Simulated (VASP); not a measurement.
# AlFe (Pm-3m) in VASP: single point with PBE

Aim: the single point of AlFe with PBE.

Everything below comes from runs of VASP 6.6.1. Logs are shortened: lines on timing, memory, paths and dates and some standing lists are left out, and cuts for length are marked.

## 1. The cell of the first run

The structure is cubic, space group Pm-3m (No. 221). The conventional cell has a = 2.910 Å, b = 2.910 Å, c = 2.910 Å, α = 90.00°, β = 90.00°, γ = 90.00°. Al (site symmetry m-3m) has 8 Fe at 2.52 Å and 6 Al at 2.91 Å within 3.3 Å. Within 3.3 Å of Fe (site symmetry m-3m) lie 8 Al at 2.52 Å and 6 Fe at 2.91 Å.

## 2. Single point, PBE, collinear spin, ferromagnetic start

Contents of INCAR:

```
SYSTEM = AlFe
PREC = Accurate ; ENCUT = 520
EDIFF = 1E-7 ; ISMEAR = -1
SIGMA = 0.15 ; LREAL = .False.
LASPH = .True. ; NELM = 150
ALGO = Normal ; ISIF = 2
LWAVE = .False. ; LCHARG = .False.
ISPIN = 2 ; MAGMOM = 0 3.5
LORBIT = 11 ; LMAXMIX = 4
GGA = PE ; NBANDS = 16
```

Contents of KPOINTS:

```
regular mesh
0
Gamma
  9 9 9
  0 0 0
```

Contents of POSCAR:

```
AlFe
1.0
    2.9100000000      0.0000000000      0.0000000000
    0.0000000000      2.9100000000      0.0000000000
    0.0000000000      0.0000000000      2.9100000000
Al Fe
1 1
Direct
    0.0000000000      0.0000000000      0.0000000000
    0.5000000000      0.5000000000      0.5000000000
```

Potentials or basis: VASP PAW PBE potentials, release 64 (Al, Fe).

Command:

```bash
> cat potpaw_PBE.64/Al/POTCAR potpaw_PBE.64/Fe/POTCAR > POTCAR
> mpirun -np 1 vasp_std > vasp.out
```

OUTCAR:

```text
SYSTEM = AlFe
   PREC = Accurate
   ENCUT = 520
   EDIFF = 1E-7
   ISMEAR = -1
   LREAL = .False.
   LASPH = .True.
   NELM = 150
   ISIF = 2
   ISPIN = 2
   LORBIT = 11
   GGA = PE

 ion  position               nearest neighbor table
   1  0.000  0.000  0.000-   2 2.52   2 2.52   2 2.52   2 2.52   2 2.52   2 2.52   2 2.52   2 2.52

   2  0.500  0.500  0.500-   1 2.52   1 2.52   1 2.52   1 2.52   1 2.52   1 2.52   1 2.52   1 2.52

  LATTYP: Found a simple cubic cell.
 ALAT       =     2.9100000000

  Lattice vectors:

 A1 = (   2.9100000000,   0.0000000000,   0.0000000000)
 A2 = (   0.0000000000,   2.9100000000,   0.0000000000)
 A3 = (   0.0000000000,   0.0000000000,   2.9100000000)

Analysis of symmetry for initial positions (statically):
=====================================================================
 Subroutine PRICEL returns:
 Original cell was already a primitive cell.

 Routine SETGRP: Setting up the symmetry group for a
 simple cubic supercell.

 Subroutine GETGRP returns: Found 48 space group operations
 (whereof 48 operations were pure point group operations)
 out of a pool of 48 trial point group operations.

The static configuration has the point symmetry O_h .

Analysis of symmetry for dynamics (positions and initial velocities):
=====================================================================
 Subroutine PRICEL returns:
 Original cell was already a primitive cell.

 Routine SETGRP: Setting up the symmetry group for a
 simple cubic supercell.

 Subroutine GETGRP returns: Found 48 space group operations
 (whereof 48 operations were pure point group operations)
 out of a pool of 48 trial point group operations.

The dynamic configuration has the point symmetry O_h .

Analysis of structural, dynamic, and magnetic symmetry:
=====================================================================
 Subroutine PRICEL returns:
 Original cell was already a primitive cell.

 Routine SETGRP: Setting up the symmetry group for a
 simple cubic supercell.

 Subroutine GETGRP returns: Found 48 space group operations
 (whereof 48 operations were pure point group operations)
 out of a pool of 48 trial point group operations.

The overall configuration has the point symmetry O_h .

 Subroutine INISYM returns: Found 48 space group operations
 (whereof 48 operations are pure point group operations),
 and found     1 'primitive' translations

----------------------------------------------------------------------------------------

                                     Primitive cell

  volume of cell :      24.6422

  direct lattice vectors                    reciprocal lattice vectors
     2.910000000  0.000000000  0.000000000     0.343642612  0.000000000  0.000000000
     0.000000000  2.910000000  0.000000000     0.000000000  0.343642612  0.000000000
     0.000000000  0.000000000  2.910000000     0.000000000  0.000000000  0.343642612

  length of vectors
     2.910000000  2.910000000  2.910000000     0.343642612  0.343642612  0.343642612

  position of ions in fractional coordinates (direct lattice)
     0.000000000  0.000000000  0.000000000
     0.500000000  0.500000000  0.500000000

  ion indices of the primitive-cell ions
   primitive index   ion index
                 1           1
                 2           2

----------------------------------------------------------------------------------------

 KPOINTS: regular mesh

Automatic generation of k-mesh.
 Grid dimensions read from file:
 generate k-points for:    9    9    9

 Generating k-lattice:

  Cartesian coordinates                     Fractional coordinates (reciprocal lattice)
     0.038182512  0.000000000  0.000000000     0.111111111  0.000000000  0.000000000
     0.000000000  0.038182512  0.000000000     0.000000000  0.111111111  0.000000000
     0.000000000  0.000000000  0.038182512     0.000000000  0.000000000  0.111111111

  Length of vectors
     0.038182512  0.038182512  0.038182512

  Shift w.r.t. Gamma in fractional coordinates (k-lattice)
     0.000000000  0.000000000  0.000000000

 Subroutine IBZKPT returns following result:
 ===========================================

 Found     35 irreducible k-points:

 Following reciprocal coordinates:
            Coordinates               Weight
  0.000000  0.000000  0.000000      1.000000
  0.111111  0.000000  0.000000      6.000000
  0.222222  0.000000  0.000000      6.000000
  0.333333  0.000000  0.000000      6.000000
  0.444444  0.000000  0.000000      6.000000
  0.111111  0.111111  0.000000     12.000000
[... 16 lines left out ...]
  0.333333  0.333333  0.111111     24.000000
  0.444444  0.333333  0.111111     48.000000
 [... further k-points ...]
   k-points           NKPTS =     35   k-points in BZ     NKDIM =     35   number of bands    NBANDS=     16
   number of dos      NEDOS =    301   number of ions     NIONS =      2
   total plane-waves  NPLWV =  13824
   dimension x,y,z NGX =    24 NGY =   24 NGZ =   24
   dimension x,y,z NGXF=    48 NGYF=   48 NGZF=   48
   ions per type =               1   1
   NGX,Y,Z   is equivalent  to a cutoff of  13.71, 13.71, 13.71 a.u.
   NGXF,Y,Z  is equivalent  to a cutoff of  27.42, 27.42, 27.42 a.u.
 SYSTEM =  AlFe
   PREC   = accura    normal or accurate (medium, high low for compatibility)
   ISTART =      0    job   : 0-new  1-cont  2-samecut
   ICHARG =      2    charge: 1-file 2-atom 10-const
   ISPIN  =      2    spin polarized calculation?
   LNONCOLLINEAR =      F non collinear calculations
   LSORBIT =      F    spin-orbit coupling
   LASPH  =      T    aspherical Exc in radial PAW
   ENCUT  =  520.0 eV  38.22 Ry    6.18 a.u.   5.41  5.41  5.41*2*pi/ulx,y,z
   NELM   =    150;   NELMIN=  2; NELMDL= -5     # of ELM steps
   EDIFF  = 0.1E-06   stopping-criterion for ELM
   LREAL  =      F    real-space projection
   EDIFFG = 0.1E-05   stopping-criterion for IOM
   NSW    =      0    number of steps for IOM
   IBRION =     -1    ionic relax: 0-MD 1-quasi-New 2-CG
   NFREE  =      0    steps in history (QN), initial steepest desc. (CG)
   ISIF   =      2    stress and relaxation
   ISYM   =      2    0-nonsym 1-usesym 2-fastsym
   POTIM  = 0.5000    time-step for ionic-motion
   TEBEG  =    0.0;   TEEND  =   0.0 temperature during run
   PSTRESS=    0.0 pullay stress
   NELECT =      11.0000    total number of electrons
   NUPDOWN=      -1.0000    fix difference up-down
   EMIN   =  10.00;   EMAX   =-10.00  energy-range for DOS
   EFERMI =   0.00;   METHOD = LEGACY
   ISMEAR =    -1;   SIGMA  =   0.15  broadening in eV -4-tet -1-fermi 0-gaus
   EFERMI_NEDOS =   21; number of points for ismear=-14 and -15
   IALGO  =     38    algorithm
   IMIX   =      4    mixing-type and parameters
     AMIX     =   0.40;   BMIX     =  1.00
     AMIX_MAG =   1.60;   BMIX_MAG =  1.00
  volume/ion in A,a.u.               =      12.32        83.15
  Fermi-wavevector in a.u.,A,eV,Ry     =   1.251160  2.364349 21.298567  1.565401
  Thomas-Fermi vector in A             =   2.385120
   LORBIT       =     11    0 simple, 1 ext, 2 COOP (PROOUT), +10 PAW based schemes
   GGA     = PE    functional components
   LHFCALC =     F    Hartree Fock is set to
   AEXX    =    0.0000 exact exchange contribution
   IVDW    =     0    specifies the selected vdW correction
   LEPSILON=     F    determine dielectric tensor
   LRPA    =     F    only Hartree local field effects (RPA)
 spin polarized calculation
  energy-cutoff  :      520.00
  volume of cell :       24.64
 maximum number of plane-waves:       691
 NGX is ok and might be reduce to    24
   NGX = 11   NGY = 11   NGZ = 11

 number of electron      10.9999994 magnetization       0.6653818

 Free energy of the ion-electron system (eV)
  ---------------------------------------------------
  ext. energy  EPLUGINS =         0.00000000
  ---------------------------------------------------
  free energy    TOTEN  =       -12.71765645 eV

  energy without entropy =      -12.54958558  energy(sigma->0) =      -12.63362101

 E-fermi :   7.7020     XC(G=0): -11.9718

 val. band max:        7.6919042356   @ k =   0.1111   0.1111   0.1111
 cond. band min:       7.7138128109   @ k =   0.4444   0.2222   0.2222
 fundamental gap:      0.0219085753
 Fermi energy:         7.7019584427

 spin component 1

 k-point     1 :       0.0000    0.0000    0.0000
  band No.  band energies     occupation
      1      -2.5608      1.00000
      2       5.2627      1.00000
      3       5.2628      1.00000
      4       7.2697      0.94694
      5       7.2697      0.94694
      6       7.2697      0.94694
[... 8 lines left out ...]
     15      28.9501      0.00000
     16      30.8778      0.00000
[... 419 lines left out ...]
 k-point    24 :       0.4444    0.3333    0.1111
  band No.  band energies     occupation
      1       2.2914      1.00000
      2       4.0226      1.00000
      3       5.4393      1.00000
      4       6.1449      0.99997
      5       6.8057      0.99747
      6       6.9292      0.99425
[... 8 lines left out ...]
     15      27.7400      0.00000
     16      28.8166      0.00000

 [... further k-points ...]

 spin component 2

 k-point     1 :       0.0000    0.0000    0.0000
  band No.  band energies     occupation
      1      -2.5591      1.00000
      2       5.6219      1.00000
      3       5.6219      1.00000
      4       8.0620      0.08317
      5       8.0620      0.08317
      6       8.0620      0.08317
[... 8 lines left out ...]
     15      28.9874      0.00000
     16      30.8541      0.00000
[... 419 lines left out ...]
 k-point    24 :       0.4444    0.3333    0.1111
  band No.  band energies     occupation
      1       2.3712      1.00000
      2       4.1640      1.00000
      3       5.7733      1.00000
      4       6.5672      0.99948
      5       7.4657      0.82851
      6       7.5329      0.75525
[... 8 lines left out ...]
     15      27.8849      0.00000
     16      28.8120      0.00000

 [... further k-points ...]
[... 5 lines left out ...]
  --------------------------------------------------------------------------------------
  -------------------------------------------------------------------------------------
  Total       -0.8498829     -0.8498829     -0.8498829     -0.0000000     -0.0000000     -0.0000000
  in kB      -55.2574336    -55.2574336    -55.2574336     -0.0000000     -0.0000000     -0.0000000
  external PRESSURE =     -55.2574336 kB  Pullay stress =       0.0000000 kB

 VOLUME and BASIS-vectors are now :
 -----------------------------------------------------------------------------
  energy-cutoff  :      520.00
  volume of cell :       24.64
      direct lattice vectors                 reciprocal lattice vectors
     2.910000000  0.000000000  0.000000000     0.343642612  0.000000000  0.000000000
     0.000000000  2.910000000  0.000000000     0.000000000  0.343642612  0.000000000
     0.000000000  0.000000000  2.910000000     0.000000000  0.000000000  0.343642612

 POSITION                                       TOTAL-FORCE (eV/Angst)
 -----------------------------------------------------------------------------------
      0.00000      0.00000      0.00000         0.000000      0.000000      0.000000
      1.45500      1.45500      1.45500         0.000000      0.000000      0.000000
 -----------------------------------------------------------------------------------
    total drift:                                0.000000     -0.000000     -0.000000

  FREE ENERGIE OF THE ION-ELECTRON SYSTEM (eV)
  ---------------------------------------------------
  free  energy   TOTEN  =       -12.7176564475 eV

  energy  without entropy=      -12.5495855803  energy(sigma->0) =      -12.63362101

 total charge

# of ion       s       p       d       tot
------------------------------------------
    1        0.395   0.420   0.000   0.815
    2        0.417   0.476   6.451   7.343
--------------------------------------------------
tot          0.812   0.895   6.451   8.158

 magnetization (x)

# of ion       s       p       d       tot
------------------------------------------
    1       -0.008  -0.015   0.000  -0.023
    2       -0.000   0.005   0.702   0.707
--------------------------------------------------
tot         -0.008  -0.010   0.702   0.684
```

It took 15 s on 1 thread of Intel Xeon Platinum 8559C (Emerald Rapids), shared host; peak memory 0.16 GiB.

What came out:

| Property | Result |
| --- | --- |
| Free energy | -12.7177 eV |
| Pressure | -5.5 GPa |
| Net moment | 0.67 μB per cell |
| Site moments | Al -0.02; Fe +0.71 μB |
| Valence electrons inside the program's atomic spheres | Al 0.81; Fe 7.34 |

Levels at points of the mesh, in eV from the Fermi level:
Spin up:
| k point | band 3 | band 4 | band 5 | band 6 | band 7 | band 8 | band 9 | band 10 |
| --- | --- | --- | --- | --- | --- | --- | --- | --- |
| (0.00, 0.00, 0.00) | -2.44 | -0.43 | -0.43 | -0.43 | 6.08 | 6.08 | 6.08 | 9.07 |
Spin down:
```tsv
k point	band 2	band 3	band 4	band 5	band 6	band 7	band 8	band 9
(0.00, 0.00, 0.00)	-2.08	-2.08	0.36	0.36	0.36	6.10	6.10	6.10
```

Caveat: the cell stands under tension.
